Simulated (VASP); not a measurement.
# BN (P6_3mc) in VASP: a series of runs

The runs below take BN through single point, with PBE.

Everything below comes from runs of VASP 6.6.1. Logs are shortened: lines on timing, memory, paths and dates and some standing lists are left out, and cuts for length are marked.

## (1) The cell of the first run

It takes space group P6_3mc (No. 186, hexagonal). Conventional cell: a = 2.544 Å, b = 2.544 Å, c = 4.334 Å, α = 90.00°, β = 90.00°, γ = 120.00°. Within 2.1 Å of B (site symmetry 3m) lie 4 N at 1.56 to 1.63 Å. N (site symmetry 3m) has 4 B at 1.56 to 1.63 Å within 2.1 Å.

## (2) Single point, PBE (uniaxial z strain +3.0%)

The input, INCAR:

```
SYSTEM = BN
PREC = Accurate
ENCUT = 520
EDIFF = 1E-6
ISMEAR = 0
SIGMA = 0.01
LREAL = .False.
LASPH = .True.
NELM = 60
ALGO = Normal
ISIF = 2
LWAVE = .False.
LCHARG = .True.
GGA = PE
LELF = .True.
LVHAR = .True.
NBANDS = 16
```

The input, KPOINTS:

```
Automatic mesh
0
Gamma
  6 6 4
  0 0 0
```

The input, POSCAR:

```
BN
1.0
    2.5439499996      0.0000000000      0.0000000000
   -1.2719749998      2.2031253256      0.0000000000
    0.0000000000      0.0000000000      4.3340498018
B N
2 2
Direct
    0.3333333333      0.6666666667     -0.0004863536
    0.6666666667      0.3333333333      0.4995136464
    0.3333333333      0.6666666667      0.3754863536
    0.6666666667      0.3333333333      0.8754863536
```

Potentials or basis: VASP PAW PBE potentials, release 64 (B, N).

Launch:

```console
$ cat potpaw_PBE.64/B/POTCAR potpaw_PBE.64/N/POTCAR > POTCAR
$ mpirun -np 1 vasp_std > vasp.out
```

OUTCAR:

```text
SYSTEM = BN
   PREC = Accurate
   ENCUT = 520
   EDIFF = 1E-6
   ISMEAR = 0
   LREAL = .False.
   LASPH = .True.
   NELM = 60
   ISIF = 2
   GGA = PE

 ion  position               nearest neighbor table
   1  0.333  0.667  1.000-   4 1.56   4 1.56   4 1.56   3 1.63
   2  0.667  0.333  0.500-   3 1.56   3 1.56   3 1.56   4 1.63
   3  0.333  0.667  0.375-   2 1.56   2 1.56   2 1.56   1 1.63
   4  0.667  0.333  0.875-   1 1.56   1 1.56   1 1.56   2 1.63

  LATTYP: Found a hexagonal cell.
 ALAT       =     2.5439499996
 C/A-ratio  =     1.7036694127

  Lattice vectors:

 A1 = (   2.5439499996,   0.0000000000,   0.0000000000)
 A2 = (  -1.2719749998,   2.2031253256,   0.0000000000)
 A3 = (   0.0000000000,   0.0000000000,   4.3340498018)

Analysis of symmetry for initial positions (statically):
=====================================================================
 Subroutine PRICEL returns:
 Original cell was already a primitive cell.

 Routine SETGRP: Setting up the symmetry group for a
 hexagonal supercell.

 Subroutine GETGRP returns: Found 12 space group operations
 (whereof  6 operations were pure point group operations)
 out of a pool of 24 trial point group operations.

The static configuration has the point symmetry C_3v.
 The point group associated with its full space group is C_6v.

Analysis of symmetry for dynamics (positions and initial velocities):
=====================================================================
 Subroutine PRICEL returns:
 Original cell was already a primitive cell.

 Routine SETGRP: Setting up the symmetry group for a
 hexagonal supercell.

 Subroutine GETGRP returns: Found 12 space group operations
 (whereof  6 operations were pure point group operations)
 out of a pool of 24 trial point group operations.

The dynamic configuration has the point symmetry C_3v.
 The point group associated with its full space group is C_6v.

 Subroutine INISYM returns: Found 12 space group operations
 (whereof  6 operations are pure point group operations),
 and found     1 'primitive' translations

----------------------------------------------------------------------------------------

                                     Primitive cell

  volume of cell :      24.2908

  direct lattice vectors                    reciprocal lattice vectors
     2.543950000  0.000000000  0.000000000     0.393089487  0.226950321  0.000000000
    -1.271975000  2.203125326  0.000000000     0.000000000  0.453900642  0.000000000
     0.000000000  0.000000000  4.334049802     0.000000000  0.000000000  0.230731082
[... 88 lines left out ...]
   IBRION =     -1    ionic relax: 0-MD 1-quasi-New 2-CG
   NFREE  =      0    steps in history (QN), initial steepest desc. (CG)
   ISIF   =      2    stress and relaxation
   ISYM   =      2    0-nonsym 1-usesym 2-fastsym
   POTIM  = 0.5000    time-step for ionic-motion
   TEBEG  =    0.0;   TEEND  =   0.0 temperature during run
   PSTRESS=    0.0 pullay stress
   NELECT =      16.0000    total number of electrons
   NUPDOWN=      -1.0000    fix difference up-down
   EMIN   =  10.00;   EMAX   =-10.00  energy-range for DOS
   EFERMI =   0.00;   METHOD = LEGACY
   ISMEAR =     0;   SIGMA  =   0.01  broadening in eV -4-tet -1-fermi 0-gaus
   EFERMI_NEDOS =   21; number of points for ismear=-14 and -15
   IALGO  =     38    algorithm
   IMIX   =      4    mixing-type and parameters
     AMIX     =   0.40;   BMIX     =  1.00
     AMIX_MAG =   1.60;   BMIX_MAG =  1.00
  volume/ion in A,a.u.               =       6.07        40.98
  Fermi-wavevector in a.u.,A,eV,Ry     =   1.424408  2.691740 27.605362  2.028937
  Thomas-Fermi vector in A             =   2.544902
   LORBIT       =      0    0 simple, 1 ext, 2 COOP (PROOUT), +10 PAW based schemes
   GGA     = PE    functional components
   LHFCALC =     F    Hartree Fock is set to
   AEXX    =    0.0000 exact exchange contribution
   IVDW    =     0    specifies the selected vdW correction
   LEPSILON=     F    determine dielectric tensor
   LRPA    =     F    only Hartree local field effects (RPA)
 non-spin polarized calculation
 Gauss-broadening in eV      SIGMA  =   0.01
  energy-cutoff  :      520.00
  volume of cell :       24.29
 maximum number of plane-waves:       665
 NGX is ok and might be reduce to    20
   NGX =  9   NGY =  9   NGZ = 17

 number of electron      16.0000002 magnetization

 Free energy of the ion-electron system (eV)
  ---------------------------------------------------
  ext. energy  EPLUGINS =         0.00000000
  ---------------------------------------------------
  free energy    TOTEN  =       -34.78073960 eV

  energy without entropy =      -34.78073960  energy(sigma->0) =      -34.78073960

 E-fermi :   7.2942     XC(G=0): -12.6776

 val. band max:        7.2143610456   @ k =   0.0000   0.0000   0.0000
 cond. band min:      12.4386240734   @ k =   0.3333   0.3333   0.0000
 fundamental gap:      5.2242630278
 Fermi energy:         7.2941587789

 k-point     1 :       0.0000    0.0000    0.0000
  band No.  band energies     occupation
      1     -12.8782      2.00000
      2      -9.1078      2.00000
      3      -3.4772      2.00000
      4       5.3703      2.00000
      5       5.3703      2.00000
      6       6.9265      2.00000
[... 376 lines left out ...]
      3      -1.3590      2.00000
      4      -1.3590      2.00000
      5      -0.3664      2.00000
      6      -0.3664      2.00000
[... 8 lines left out ...]
     15      23.5710      0.00000
     16      23.5710      0.00000

------------------------ aborting loop because EDIFF is reached ----------------------------------------

  FORCE on cell =-STRESS in cart. coord.  units (eV):
  Direction    XX          YY          ZZ          XY          YZ          ZX
  --------------------------------------------------------------------------------------
  -------------------------------------------------------------------------------------
  Total        0.5049074      0.5049074     -3.5099696      0.0000000      0.0000000      0.0000000
  in kB       33.3027899     33.3027899   -231.5113399      0.0000000      0.0000000      0.0000000
  external PRESSURE =     -54.9685867 kB  Pullay stress =       0.0000000 kB

 VOLUME and BASIS-vectors are now :
 -----------------------------------------------------------------------------
  energy-cutoff  :      520.00
  volume of cell :       24.29
      direct lattice vectors                 reciprocal lattice vectors
     2.543950000  0.000000000  0.000000000     0.393089487  0.226950321  0.000000000
    -1.271975000  2.203125326  0.000000000     0.000000000  0.453900642  0.000000000
     0.000000000  0.000000000  4.334049802     0.000000000  0.000000000  0.230731082

 POSITION                                       TOTAL-FORCE (eV/Angst)
 -----------------------------------------------------------------------------------
     -0.00000      1.46875      4.33194         0.000000     -0.000000      0.051298
      1.27197      0.73438      2.16492        -0.000000      0.000000      0.051298
     -0.00000      1.46875      1.62738         0.000000      0.000000     -0.051298
      1.27197      0.73438      3.79440        -0.000000     -0.000000     -0.051298
 -----------------------------------------------------------------------------------
    total drift:                               -0.000000      0.000000     -0.000376

  FREE ENERGIE OF THE ION-ELECTRON SYSTEM (eV)
  ---------------------------------------------------
  free  energy   TOTEN  =       -34.7807395959 eV

  energy  without entropy=      -34.7807395959  energy(sigma->0) =      -34.78073960
```

stdout:

```text
POSCAR found type information on POSCAR B N
 POSCAR found :  2 types and       4 ions
 scaLAPACK will be used
 LDA part: xc-table for (Slater+PW92), standard interpolation
 POSCAR, INCAR and KPOINTS ok, starting setup
 FFT: planning ... GRIDC
 FFT: planning ... GRID_SOFT
 FFT: planning ... GRID
 WAVECAR not read
 entering main loop
```

Wall time 13 s (1 thread of AMD EPYC 7R13, shared host); peak memory 0.1 GiB.

What came out:

```
Free energy            : -34.7807 eV
Pressure               : -5.5 GPa
Largest force          : 0.051 eV/Å
Band gap on the k mesh : 5.22 eV, indirect (least direct gap 7.45 eV)
```

Forces on the atoms (eV/Å):
```
B    0.000  0.000  0.051
B    0.000  0.000  0.051
N    0.000  0.000 -0.051
N    0.000  0.000 -0.051
```

Caveat: the k points lie up to 0.48 Å⁻¹ apart; the cell differs from its parent crystal (uniaxial z strain +3.0%). A k mesh can miss the band edges.

## (3) Single point, PBE (uniaxial z strain +4.0%)

The input, INCAR:

```
  ALGO = Normal
  EDIFF = 1E-6
  ENCUT = 520
  GGA = PE
  ISIF = 2
  ISMEAR = 0
  LASPH = T
  LCHARG = T
  LELF = T
  LREAL = F
  LVHAR = T
  LWAVE = F
  NBANDS = 16
  NELM = 100
  PREC = Accurate
  SIGMA = 0.01
```

The input, KPOINTS:

```
k-points
0
Gamma
  6 6 4
```

The input, POSCAR:

```
BN
1.0
    2.5439499996      0.0000000000      0.0000000000
   -1.2719749998      2.2031253256      0.0000000000
    0.0000000000      0.0000000000      4.3761279552
B N
2 2
Direct
    0.3333333333      0.6666666667     -0.0009744027
    0.6666666667      0.3333333333      0.4990255973
    0.3333333333      0.6666666667      0.3759744027
    0.6666666667      0.3333333333      0.8759744027
```

Potentials or basis: VASP PAW PBE potentials, release 64 (B, N).

Launch:

```console
$ cat potpaw_PBE.64/B/POTCAR potpaw_PBE.64/N/POTCAR > POTCAR
$ mpirun -np 1 vasp_std > vasp.out
```

Run time: 24 s. Hardware: 1 thread of AMD EPYC 7R13, shared host; peak memory 0.1 GiB.

It converged, with:

```yaml
Free_energy: -34.7409 eV
Pressure: -8.4 GPa
Largest_force: 0.065 eV/Å
Band_gap_on_the_k_mesh: 5.27 eV, indirect (least direct gap 7.08 eV)
```

Forces on the atoms (eV/Å):
```
B    0.000  0.000  0.065
B    0.000  0.000  0.065
N    0.000  0.000 -0.065
N    0.000  0.000 -0.065
```

Stress tensor (GPa, compression positive):
```
  2.83   0.00   0.00
  0.00   2.83   0.00
  0.00   0.00 -30.73
```

Levels at points of the mesh, in eV from the valence-band top:
| k point | band 6 | band 7 | band 8 | band 9 | band 10 | band 11 |
| --- | --- | --- | --- | --- | --- | --- |
| (0.00, 0.00, 0.00) | -0.27 | 0.00 | 0.00 | 7.08 | 8.64 | 8.64 |
| (0.50, 0.00, 0.00) | -4.59 | -4.04 | -2.20 | 6.98 | 7.65 | 10.86 |
| (0.00, 0.00, 0.50) | -0.96 | -0.96 | -0.96 | 9.67 | 9.67 | 10.01 |
| (0.50, 0.00, 0.50) | -3.55 | -3.53 | -3.53 | 6.31 | 6.31 | 9.65 |

Caveat: the k points lie up to 0.48 Å⁻¹ apart; the cell differs from its parent crystal (uniaxial z strain +4.0%). A k mesh can miss the band edges.

## (4) Single point, PBE (uniaxial z strain -4.0%)

The input, INCAR:

```
PREC = Accurate
ENCUT = 520
EDIFF = 1E-7
ISMEAR = -1
SIGMA = 0.02
LREAL = F
LASPH = T
NELM = 60
ALGO = Normal
ISIF = 2
LWAVE = F
LCHARG = F
GGA = PE
NBANDS = 16
```

The input, KPOINTS:

```
regular mesh
0
Gamma
  12 12 6
```

The input, POSCAR:

```
BN
1.0
    2.5439499996      0.0000000000      0.0000000000
   -1.2719749998      2.2031253256      0.0000000000
    0.0000000000      0.0000000000      4.0395027278
B N
2 2
Direct
    0.3333333333      0.6666666667     -0.0003699905
    0.6666666667      0.3333333333      0.4996300095
    0.3333333333      0.6666666667      0.3753699905
    0.6666666667      0.3333333333      0.8753699905
```

Launch:

```console
$ cat potpaw_PBE.64/B/POTCAR potpaw_PBE.64/N/POTCAR > POTCAR
$ mpirun -np 1 vasp_std > vasp.out
```

Run time: 43 s. Hardware: 1 thread of AMD EPYC 7R13, shared host; peak memory 0.11 GiB.

The run converged. Its results:

```
Free energy            : -34.6618 eV
Pressure               : 23.2 GPa
Largest force          : 0.059 eV/Å
Band gap on the k mesh : 5.34 eV, indirect (least direct gap 8.19 eV)
```

Forces on the atoms (eV/Å):
```
B    0.000  0.000 -0.059
B    0.000  0.000 -0.059
N    0.000  0.000  0.059
N    0.000  0.000  0.059
```

Stress tensor (GPa, compression positive):
```
 8.19  0.00  0.00
 0.00  8.19  0.00
 0.00  0.00 53.12
```

Levels at points of the mesh, in eV from the valence-band top:
```csv
k point,band 5,band 6,band 7,band 8,band 9,band 10,band 11,band 12
"(0.00, 0.00, 0.00)",-2.53,-0.11,0.00,0.00,8.19,8.19,9.25,10.00
"(0.50, 0.00, 0.00)",-7.16,-5.44,-4.66,-2.04,6.46,8.43,10.65,11.77
"(0.00, 0.00, 0.50)",-1.42,-1.42,-1.42,-1.42,9.35,9.35,9.92,9.92
"(0.50, 0.00, 0.50)",-4.02,-4.02,-3.44,-3.44,6.84,6.84,10.64,10.64
```

Caveat: the cell differs from its parent crystal (uniaxial z strain -4.0%). A k mesh can miss the band edges.

## (5) Single point, PBE (uniaxial z strain -3.0%)

The input, INCAR:

```
ALGO     = Normal         # electronic algorithm
EDIFF    = 1E-7           # SCF threshold, eV
ENCUT    = 520            # plane-wave cutoff, eV
GGA      = PE             # functional
ISIF     = 2              # what is computed and relaxed
ISMEAR   = -1             # smearing method
LASPH    = T              # aspherical terms in the spheres
LCHARG   = F              # write CHGCAR
LREAL    = F              # projectors in reciprocal space
LWAVE    = F              # write WAVECAR
NBANDS   = 16             # bands
NELM     = 100            # most SCF steps
PREC     = Accurate       # precision mode
SIGMA    = 0.02           # smearing width, eV
```

The input, KPOINTS:

```
k-points
0
Gamma
  12 12 6
```

The input, POSCAR:

```
BN
1.0
    2.5439499996      0.0000000000      0.0000000000
   -1.2719749998      2.2031253256      0.0000000000
    0.0000000000      0.0000000000      4.0815808813
B N
2 2
Direct
    0.3333333333      0.6666666667     -0.0000904068
    0.6666666667      0.3333333333      0.4999095932
    0.3333333333      0.6666666667      0.3750904068
    0.6666666667      0.3333333333      0.8750904068
```

Launch:

```console
$ cat potpaw_PBE.64/B/POTCAR potpaw_PBE.64/N/POTCAR > POTCAR
$ mpirun -np 1 vasp_std > vasp.out
```

Run time: 46 s. Hardware: 1 thread of AMD EPYC 7R13, shared host; peak memory 0.11 GiB.

It converged, with:

| Quantity | Value |
| --- | --- |
| Free energy | -34.7303 eV |
| Pressure | 18.1 GPa |
| Largest force | 0.041 eV/Å |
| Band gap on the k mesh | 5.29 eV, indirect (least direct gap 8.24 eV) |

Forces on the atoms (eV/Å):
```
B    0.000  0.000 -0.041
B    0.000  0.000 -0.041
N    0.000  0.000  0.041
N    0.000  0.000  0.041
```

Stress tensor (GPa, compression positive):
```
 7.26  0.00  0.00
 0.00  7.26  0.00
 0.00  0.00 39.91
```

Levels at points of the mesh, in eV from the valence-band top:
| k point | band 4 | band 5 | band 6 | band 7 | band 8 | band 9 | band 10 | band 11 | band 12 | band 13 |
| --- | --- | --- | --- | --- | --- | --- | --- | --- | --- | --- |
| (0.00, 0.00, 0.00) | -2.43 | -2.43 | -0.16 | 0.00 | 0.00 | 8.24 | 8.24 | 9.33 | 9.71 | 11.07 |
| (0.50, 0.00, 0.00) | -7.71 | -7.11 | -5.32 | -4.61 | -2.06 | 6.53 | 8.31 | 10.62 | 11.70 | 14.18 |
| (0.00, 0.00, 0.50) | -5.54 | -1.35 | -1.35 | -1.35 | -1.35 | 9.39 | 9.39 | 9.92 | 9.92 | 9.92 |
| (0.50, 0.00, 0.50) | -10.27 | -3.96 | -3.96 | -3.49 | -3.49 | 6.79 | 6.79 | 10.48 | 10.48 | 14.63 |

Caveat: the cell differs from its parent crystal (uniaxial z strain -3.0%).

## (6) Summary

```csv
cell,k mesh,smearing,gap on the mesh (eV),pressure (GPa),largest force (eV/Å)
"a = 2.544, b = 2.544, c = 4.334 Å, angles 90.0, 90.0, 120.0°, 4 atoms",6 × 6 × 4,gaussian 0.01 eV,5.22,-5.5,0.05
"a = 2.544, b = 2.544, c = 4.376 Å, angles 90.0, 90.0, 120.0°, 4 atoms",6 × 6 × 4,gaussian 0.01 eV,5.27,-8.4,0.06
"a = 2.544, b = 2.544, c = 4.040 Å, angles 90.0, 90.0, 120.0°, 4 atoms",12 × 12 × 6,fermi-dirac 0.02 eV,5.34,23.2,0.06
"a = 2.544, b = 2.544, c = 4.082 Å, angles 90.0, 90.0, 120.0°, 4 atoms",12 × 12 × 6,fermi-dirac 0.02 eV,5.29,18.1,0.04
```

Alike in all rows: task single point; level PBE; potentials or basis VASP PAW PBE potentials, release 64 (B, N); no spin polarisation; cutoff (eV) 520.

Caveats: some runs use coarse meshes.

Absolute energies hang on the potentials; compare differences alone.
